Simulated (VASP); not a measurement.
# Si2W (P6_222) in VASP: notebook

The runs below take Si2W through single point, relaxation of cell and atoms, relaxation of the atoms, with PBE+D3(BJ), PBEsol, PBE.

Everything below comes from runs of VASP 6.6.1. Logs are shortened: lines on timing, memory, paths and dates and some standing lists are left out, and cuts for length are marked.

### Step 1. The cell of the first run

The structure is hexagonal, space group P6_222 (No. 180). Conventional cell: a = 4.564 Å, b = 4.564 Å, c = 6.585 Å, α = 90.00°, β = 90.00°, γ = 120.00°. Within 3.4 Å of W (site symmetry 222) lie 10 Si at 2.57 to 2.66 Å and 4 W at 3.17 Å. Si (site symmetry 2) has 9 Si at 2.55 to 3.20 Å and 5 W at 2.57 to 2.66 Å within 3.4 Å.

### Step 2. Single point, PBE+D3(BJ)

INCAR reads:

```
SYSTEM = Si2W
PREC     = Accurate       ! precision mode
ENCUT    = 520            ! plane-wave cutoff, eV
EDIFF    = 1E-6           ! SCF threshold, eV
ISMEAR   = -1             ! smearing method
SIGMA    = 0.05           ! smearing width, eV
LREAL    = .False.        ! projectors in reciprocal space
LASPH    = .True.         ! aspherical terms in the spheres
NELM     = 80             ! most SCF steps
ALGO     = Normal         ! electronic algorithm
ISIF     = 2              ! what is computed and relaxed
LWAVE    = .False.        ! write WAVECAR
LCHARG   = .False.        ! write CHGCAR
GGA      = PE             ! functional
IVDW     = 12             ! dispersion correction
NBANDS   = 43             ! bands
```

KPOINTS reads:

```
Automatic mesh
0
Gamma
  7 7 4
  0 0 0
```

POSCAR reads:

```
Si2W
1.0
    4.5644023844      0.0000000000      0.0000000000
   -2.2822011922      3.9528884180      0.0000000000
    0.0000000000      0.0000000000      6.5847675630
W Si
3 6
Direct
    0.5000000000      0.0000000000      0.5000000000
    0.5000000000      0.5000000000      0.8333333333
    0.0000000000      0.5000000000      0.1666666667
    0.3271455870      0.1635727935      0.1666666667
    0.8364272065      0.1635727935      0.8333333333
    0.1635727935      0.3271455870      0.5000000000
    0.6728544130      0.8364272065      0.1666666667
    0.1635727935      0.8364272065      0.8333333333
    0.8364272065      0.6728544130      0.5000000000
```

Potentials or basis: VASP PAW PBE potentials, release 64 (W_sv, Si).

The run is started by

```console
$ cat potpaw_PBE.64/W_sv/POTCAR potpaw_PBE.64/Si/POTCAR > POTCAR
$ mpirun -np 1 vasp_std > vasp.out
```

OUTCAR:

```text
SYSTEM = Si2W
   PREC = Accurate
   ENCUT = 520
   EDIFF = 1E-6
   ISMEAR = -1
   LREAL = .False.
   LASPH = .True.
   NELM = 80
   ISIF = 2
   GGA = PE
   IVDW = 12
 IVDW          = 12

 ion  position               nearest neighbor table
   1  0.500  0.000  0.500-   5 2.57   8 2.57   7 2.57   4 2.57   6 2.62   9 2.62   6 2.62   9 2.62
                             6 2.66   9 2.66   2 3.17   2 3.17   3 3.17   3 3.17
   2  0.500  0.500  0.833-   6 2.57   9 2.57   7 2.57   4 2.57   8 2.62   5 2.62   8 2.62   5 2.62
                             8 2.66   5 2.66   1 3.17   1 3.17   3 3.17   3 3.17
   3  0.000  0.500  0.167-   6 2.57   9 2.57   8 2.57   5 2.57   4 2.62   7 2.62   4 2.62   7 2.62
                             7 2.66   4 2.66   1 3.17   1 3.17   2 3.17   2 3.17
   4  0.327  0.164  0.167-   6 2.55   8 2.55   1 2.57   2 2.57   7 2.59   3 2.62   3 2.62   3 2.66
                             7 2.66   7 2.66   9 3.14   5 3.14
   5  0.836  0.164  0.833-   6 2.55   7 2.55   1 2.57   3 2.57   8 2.59   2 2.62   2 2.62   2 2.66
                             8 2.66   8 2.66   9 3.14   4 3.14
   6  0.164  0.327  0.500-   4 2.55   5 2.55   2 2.57   3 2.57   9 2.59   1 2.62   1 2.62   1 2.66
                             9 2.66   9 2.66   8 3.14   7 3.14
   7  0.673  0.836  0.167-   9 2.55   5 2.55   1 2.57   2 2.57   4 2.59   3 2.62   3 2.62   3 2.66
                             4 2.66   4 2.66   6 3.14   8 3.14
   8  0.164  0.836  0.833-   9 2.55   4 2.55   1 2.57   3 2.57   5 2.59   2 2.62   2 2.62   2 2.66
                             5 2.66   5 2.66   6 3.14   7 3.14
   9  0.836  0.673  0.500-   7 2.55   8 2.55   2 2.57   3 2.57   6 2.59   1 2.62   1 2.62   1 2.66
                             6 2.66   6 2.66   5 3.14   4 3.14

  LATTYP: Found a hexagonal cell.
 ALAT       =     4.5644023844
 C/A-ratio  =     1.4426352036

  Lattice vectors:

 A1 = (   4.5644023844,   0.0000000000,   0.0000000000)
 A2 = (  -2.2822011922,   3.9528884180,   0.0000000000)
 A3 = (   0.0000000000,   0.0000000000,   6.5847675630)

Analysis of symmetry for initial positions (statically):
=====================================================================
 Subroutine PRICEL returns:
 Original cell was already a primitive cell.

 Routine SETGRP: Setting up the symmetry group for a
 hexagonal supercell.

 Subroutine GETGRP returns: Found 12 space group operations
 (whereof  4 operations were pure point group operations)
 out of a pool of 24 trial point group operations.

The static configuration has the point symmetry D_2 .
 The point group associated with its full space group is D_6 .

Analysis of symmetry for dynamics (positions and initial velocities):
=====================================================================
 Subroutine PRICEL returns:
 Original cell was already a primitive cell.

 Routine SETGRP: Setting up the symmetry group for a
 hexagonal supercell.

 Subroutine GETGRP returns: Found 12 space group operations
 (whereof  4 operations were pure point group operations)
 out of a pool of 24 trial point group operations.

The dynamic configuration has the point symmetry D_2 .
 The point group associated with its full space group is D_6 .

 Subroutine INISYM returns: Found 12 space group operations
 (whereof  4 operations are pure point group operations),
 and found     1 'primitive' translations

----------------------------------------------------------------------------------------

                                     Primitive cell

  volume of cell :     118.8062

  direct lattice vectors                    reciprocal lattice vectors
     4.564402384  0.000000000  0.000000000     0.219086732  0.126489783  0.000000000
    -2.282201192  3.952888418  0.000000000     0.000000000  0.252979567  0.000000000
     0.000000000  0.000000000  6.584767563     0.000000000  0.000000000  0.151865649

  length of vectors
     4.564402384  4.564402384  6.584767563     0.252979567  0.252979567  0.151865649

  position of ions in fractional coordinates (direct lattice)
     0.500000000  0.000000000  0.500000000
     0.500000000  0.500000000  0.833333333
     0.000000000  0.500000000  0.166666667
     0.327145587  0.163572794  0.166666667
     0.836427206  0.163572794  0.833333333
     0.163572794  0.327145587  0.500000000
     0.672854413  0.836427206  0.166666667
     0.163572794  0.836427206  0.833333333
     0.836427206  0.672854413  0.500000000

  ion indices of the primitive-cell ions
   primitive index   ion index
                 1           1
                 2           2
                 3           3
                 4           4
                 5           5
                 6           6
                 7           7
                 8           8
                 9           9

----------------------------------------------------------------------------------------

 KPOINTS: Automatic mesh

Automatic generation of k-mesh.
 Grid dimensions read from file:
 generate k-points for:    7    7    4

 Generating k-lattice:

  Cartesian coordinates                     Fractional coordinates (reciprocal lattice)
     0.031298105  0.018069969  0.000000000     0.142857143  0.000000000  0.000000000
     0.000000000  0.036139938  0.000000000     0.000000000  0.142857143  0.000000000
     0.000000000  0.000000000  0.037966412     0.000000000  0.000000000  0.250000000

  Length of vectors
     0.036139938  0.036139938  0.037966412

  Shift w.r.t. Gamma in fractional coordinates (k-lattice)
     0.000000000  0.000000000  0.000000000

 Subroutine IBZKPT returns following result:
 ===========================================

 Found     24 irreducible k-points:

 Following reciprocal coordinates:
            Coordinates               Weight
  0.000000  0.000000  0.000000      1.000000
  0.142857  0.000000  0.000000      6.000000
  0.285714  0.000000  0.000000      6.000000
  0.428571  0.000000  0.000000      6.000000
  0.142857  0.142857  0.000000      6.000000
  0.285714  0.142857  0.000000     12.000000
[... 16 lines left out ...]
  0.428571  0.142857  0.500000      6.000000
  0.285714  0.285714  0.500000      6.000000
   k-points           NKPTS =     24   k-points in BZ     NKDIM =     24   number of bands    NBANDS=     43
   number of dos      NEDOS =    301   number of ions     NIONS =      9
   total plane-waves  NPLWV =  64800
   dimension x,y,z NGX =    36 NGY =   36 NGZ =   50
   dimension x,y,z NGXF=    72 NGYF=   72 NGZF=  100
   ions per type =               3   6
   NGX,Y,Z   is equivalent  to a cutoff of  13.11, 13.11, 12.62 a.u.
   NGXF,Y,Z  is equivalent  to a cutoff of  26.22, 26.22, 25.25 a.u.
 SYSTEM =  Si2W
   PREC   = accura    normal or accurate (medium, high low for compatibility)
   ISTART =      0    job   : 0-new  1-cont  2-samecut
   ICHARG =      2    charge: 1-file 2-atom 10-const
   ISPIN  =      1    spin polarized calculation?
   LNONCOLLINEAR =      F non collinear calculations
   LSORBIT =      F    spin-orbit coupling
   LASPH  =      T    aspherical Exc in radial PAW
   ENCUT  =  520.0 eV  38.22 Ry    6.18 a.u.   8.49  8.49 12.24*2*pi/ulx,y,z
   NELM   =     80;   NELMIN=  2; NELMDL= -5     # of ELM steps
   EDIFF  = 0.1E-05   stopping-criterion for ELM
   LREAL  =      F    real-space projection
[... 7 lines left out ...]
   TEBEG  =    0.0;   TEEND  =   0.0 temperature during run
   PSTRESS=    0.0 pullay stress
   NELECT =      66.0000    total number of electrons
   NUPDOWN=      -1.0000    fix difference up-down
   EMIN   =  10.00;   EMAX   =-10.00  energy-range for DOS
   EFERMI =   0.00;   METHOD = LEGACY
   ISMEAR =    -1;   SIGMA  =   0.05  broadening in eV -4-tet -1-fermi 0-gaus
   EFERMI_NEDOS =   21; number of points for ismear=-14 and -15
   IALGO  =     38    algorithm
   IMIX   =      4    mixing-type and parameters
     AMIX     =   0.40;   BMIX     =  1.00
     AMIX_MAG =   1.60;   BMIX_MAG =  1.00
  volume/ion in A,a.u.               =      13.20        89.08
  Fermi-wavevector in a.u.,A,eV,Ry     =   1.345788  2.543170 24.642111  1.811144
  Thomas-Fermi vector in A             =   2.473672
   LORBIT       =      0    0 simple, 1 ext, 2 COOP (PROOUT), +10 PAW based schemes
   GGA     = PE    functional components
   LHFCALC =     F    Hartree Fock is set to
   AEXX    =    0.0000 exact exchange contribution
   IVDW    =    12    specifies the selected vdW correction
   LEPSILON=     F    determine dielectric tensor
   LRPA    =     F    only Hartree local field effects (RPA)
 non-spin polarized calculation
  energy-cutoff  :      520.00
  volume of cell :      118.81
 maximum number of plane-waves:      3228
 NGX is ok and might be reduce to    36
   NGX = 17   NGY = 17   NGZ = 25

 number of electron      66.0000000 magnetization

 Free energy of the ion-electron system (eV)
  ---------------------------------------------------
  ext. energy  EPLUGINS =         0.00000000
  ---------------------------------------------------
  free energy    TOTEN  =       -73.74683713 eV

  energy without entropy =      -73.74427672  energy(sigma->0) =      -73.74555693

 E-fermi :  12.8746     XC(G=0): -12.6267

 val. band max:       12.7639952402   @ k =   0.4286   0.0000   0.5000
 cond. band min:      12.9937021227   @ k =   0.4286   0.0000   0.0000
 fundamental gap:      0.2297068824
 Fermi energy:        12.8746070141

 k-point     1 :       0.0000    0.0000    0.0000
  band No.  band energies     occupation
      1     -61.4324      2.00000
      2     -61.4184      2.00000
      3     -61.4184      2.00000
      4     -25.8343      2.00000
      5     -25.8295      2.00000
      6     -25.8295      2.00000
[... 35 lines left out ...]
     42      15.8790      0.00000
     43      16.2925      0.00000

 k-point     2 :       0.1429    0.0000    0.0000
  band No.  band energies     occupation
      1     -61.4317      2.00000
      2     -61.4190      2.00000
      3     -61.4184      2.00000
      4     -25.8542      2.00000
      5     -25.8357      2.00000
      6     -25.8151      2.00000
[... 1004 lines left out ...]
 k-point    24 :       0.2857    0.2857    0.5000
  band No.  band energies     occupation
      1     -61.4276      2.00000
      2     -61.4220      2.00000
      3     -61.4194      2.00000
      4     -25.8724      2.00000
      5     -25.8524      2.00000
      6     -25.8514      2.00000
[... 35 lines left out ...]
     42      16.0880      0.00000
     43      16.1878      0.00000

------------------------ aborting loop because EDIFF is reached ----------------------------------------

 Edisp (eV)   -5.26339

 E8    (eV) :    -2.3779

  FORCE on cell =-STRESS in cart. coord.  units (eV):
  Direction    XX          YY          ZZ          XY          YZ          ZX
  --------------------------------------------------------------------------------------
  -------------------------------------------------------------------------------------
  Total       0.06718     0.06718     0.07272    -0.00000    -0.00000     0.00000
  in kB       0.90590     0.90590     0.98073    -0.00000    -0.00000     0.00000
  external pressure =        0.93 kB  Pullay stress =        0.00 kB

 VOLUME and BASIS-vectors are now :
 -----------------------------------------------------------------------------
  energy-cutoff  :      520.00
  volume of cell :      118.81
      direct lattice vectors                 reciprocal lattice vectors
     4.564402384  0.000000000  0.000000000     0.219086732  0.126489783  0.000000000
    -2.282201192  3.952888418  0.000000000     0.000000000  0.252979567  0.000000000
     0.000000000  0.000000000  6.584767563     0.000000000  0.000000000  0.151865649

 POSITION                                       TOTAL-FORCE (eV/Angst)
 -----------------------------------------------------------------------------------
      2.28220      0.00000      3.29238        -0.000000     -0.000000     -0.000000
      1.14110      1.97644      5.48731        -0.000000      0.000000      0.000000
     -1.14110      1.97644      1.09746        -0.000000      0.000000      0.000000
      1.11992      0.64659      1.09746        -0.006630     -0.003828     -0.000000
      3.44448      0.64659      5.48731         0.006630     -0.003828     -0.000000
      0.00000      1.29317      3.29238        -0.000000     -0.007656     -0.000000
      1.16228      3.30630      1.09746         0.006630      0.003828     -0.000000
     -1.16228      3.30630      5.48731        -0.006630      0.003828     -0.000000
      2.28220      2.65972      3.29238         0.000000      0.007656     -0.000000
 -----------------------------------------------------------------------------------
    total drift:                                0.000000     -0.000000      0.000000

  FREE ENERGIE OF THE ION-ELECTRON SYSTEM (eV)
  ---------------------------------------------------
  free  energy   TOTEN  =       -79.0102240906 eV

  energy  without entropy=      -79.0076636765  energy(sigma->0) =      -79.00894388
```

Run time: 86 s. Hardware: 1 thread of Intel Xeon Platinum 8488C (Sapphire Rapids), shared host; peak memory 0.29 GiB.

Results:

```yaml
Free_energy: -79.0102 eV
Pressure: 0.1 GPa
Largest_force: 0.008 eV/Å
Band_gap_on_the_k_mesh: 0.23 eV (least direct gap 0.74 eV)
Dispersion_energy_per_atom: -0.585 eV
```

Forces on the atoms (eV/Å):
```
W    0.000  0.000  0.000
W    0.000  0.000  0.000
W    0.000  0.000  0.000
Si  -0.007 -0.004  0.000
Si   0.007 -0.004  0.000
Si   0.000 -0.008  0.000
Si   0.007  0.004  0.000
Si  -0.007  0.004  0.000
Si   0.000  0.008  0.000
```

Caveat: spin-orbit coupling is left out, which moves the levels of the heavy elements.

### Step 3. Relaxation of cell and atoms, PBE+D3(BJ)

This run uses another cell than the first one, of 13.65 Å³/atom.

INCAR reads:

```
SYSTEM = Si2W
ALGO = Normal
EDIFF = 1E-6
EDIFFG = -0.01
ENCUT = 600
GGA = PE
IBRION = 2
ISIF = 3
ISMEAR = -1
IVDW = 12
LASPH = .True.
LCHARG = .False.
LREAL = .False.
LWAVE = .False.
NELM = 60
NSW = 60
PREC = Accurate
SIGMA = 0.05
```

KPOINTS reads:

```
k-points
0
Gamma
  7 7 4
  0 0 0
```

POSCAR reads:

```
Si2W
1.0
    4.6168523821      0.0000000000      0.0000000000
   -2.3084261911      3.9983114484      0.0000000000
    0.0000000000      0.0000000000      6.6532220000
W Si
3 6
Direct
    0.5000000000      0.0000000000      0.5000000000
    0.5000000000      0.5000000000      0.8333333333
    0.0000000000      0.5000000000      0.1666666667
    0.3272520000      0.1636260000      0.1666666667
    0.8363740000      0.1636260000      0.8333333333
    0.1636260000      0.3272520000      0.5000000000
    0.6727480000      0.8363740000      0.1666666667
    0.1636260000      0.8363740000      0.8333333333
    0.8363740000      0.6727480000      0.5000000000
```

Potentials or basis: VASP PAW PBE potentials, release 64 (W_sv, Si).

The run is started by

```console
$ cat potpaw_PBE.64/W_sv/POTCAR potpaw_PBE.64/Si/POTCAR > POTCAR
$ mpirun -np 1 vasp_std > vasp.out
```

Wall time 6.6 min (1 thread of Intel Xeon Platinum 8488C (Sapphire Rapids), shared host); peak memory 0.36 GiB.

It converged, with:

```yaml
Free_energy: -79.0117 eV
Relaxed_volume: 13.21 Å³/atom
Relaxed_cell: a = 4.565 Å, b = 4.565 Å, c = 6.586 Å, α = 90.00°, β = 90.00°, γ = 120.00°
Space_group_after_relaxing_to_0.1_Å: P6_222 (No. 180)
Energy_gained_by_relaxing: 10.2 meV/atom
Ionic_steps: 5
Pressure_after_relaxing: 0.0 GPa
Band_gap_on_the_k_mesh: 0.23 eV (least direct gap 0.74 eV)
Dispersion_energy_per_atom: -0.585 eV
```

Step by step:
```tsv
step	energy change (eV)	largest force (eV/Å)	pressure (GPa)	volume (Å³)
1	0.0000	0.0033	-7.21	122.82
2	0.2156	0.0611	15.57	112.22
3	-0.0916	0.0185	-0.12	118.94
4	-0.0916	0.0188	0.03	118.86
5	-0.0918	0.0017	0.04	118.85
```

Final structure:
```yaml
crystal:
  lattice:
    - [4.56492, 0.00000, 0.00000]
    - [-2.28246, 3.95334, 0.00000]
    - [0.00000, 0.00000, 6.58561]
  atoms:
    - { symbol: W, position: [0.50000, 0.00000, 0.50000] }
    - { symbol: W, position: [0.50000, 0.50000, 0.83333] }
    - { symbol: W, position: [0.00000, 0.50000, 0.16667] }
    - { symbol: Si, position: [0.32707, 0.16353, 0.16667] }
    - { symbol: Si, position: [0.83647, 0.16353, 0.83333] }
    - { symbol: Si, position: [0.16353, 0.32707, 0.50000] }
    - { symbol: Si, position: [0.67293, 0.83647, 0.16667] }
    - { symbol: Si, position: [0.16353, 0.83647, 0.83333] }
    - { symbol: Si, position: [0.83647, 0.67293, 0.50000] }
```

Levels at points of the mesh, in eV from the valence-band top:
| k point | band 30 | band 31 | band 32 | band 33 | band 34 | band 35 | band 36 | band 37 |
| --- | --- | --- | --- | --- | --- | --- | --- | --- |
| (0.00, 0.00, 0.00) | -3.36 | -2.99 | -2.53 | -0.89 | 2.33 | 2.33 | 2.48 | 2.61 |
| (0.00, 0.00, 0.50) | -2.68 | -2.54 | -0.67 | -0.67 | 1.96 | 2.24 | 2.24 | 2.48 |

Caveat: spin-orbit coupling is left out, which moves the levels of the heavy elements.

[end of part 1 of 2]
